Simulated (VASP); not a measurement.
A run of VASP 6.6.1:

Contents of INCAR:

```
PREC = Accurate ; ENCUT = 500
EDIFF = 1E-6 ; ISMEAR = 0
SIGMA = 0.15 ; LREAL = False
LASPH = True ; NELM = 120
ALGO = Normal ; ISIF = 2
LWAVE = False ; LCHARG = False
GGA = PE ; NBANDS = 34
GGA_COMPAT = False
```

Contents of KPOINTS:

```
regular mesh
0
Gamma
  3 3 2
```

The input POSCAR:

```
NbSnSe4
1.0
    3.9390553085      0.0000000000      0.0000000000
    0.0000000000      3.9390553085      0.0000000000
    0.0000000000      0.0000000000     10.6990567327
Nb Sn Se
1 1 4
Direct
    0.0000000000      0.0000000000      0.5000000000
    0.5000000000      0.5000000000      0.0000000000
    0.0000000000      0.0000000000      0.2697775006
    0.0000000000      0.0000000000      0.7302224994
    0.5000000000      0.5000000000      0.5000000000
    0.0000000000      0.0000000000      0.0000000000
```

Potentials or basis: VASP PAW PBE potentials, release 64 (Nb_sv, Sn_d, Se).

The run is started by

```console
$ cat potpaw_PBE.64/Nb_sv/POTCAR potpaw_PBE.64/Sn_d/POTCAR potpaw_PBE.64/Se/POTCAR > POTCAR
$ mpirun -np 1 vasp_std > vasp.out
```

Hardware: 1 thread of Intel Xeon 6975P-C, with other jobs on the host.

Q: How long does it take, and how much memory?

A: Wall time 47 s on 1 thread of Intel Xeon 6975P-C, on a shared host, peak memory 0.26 GiB. Counts: scf iterations 15, k points 6.
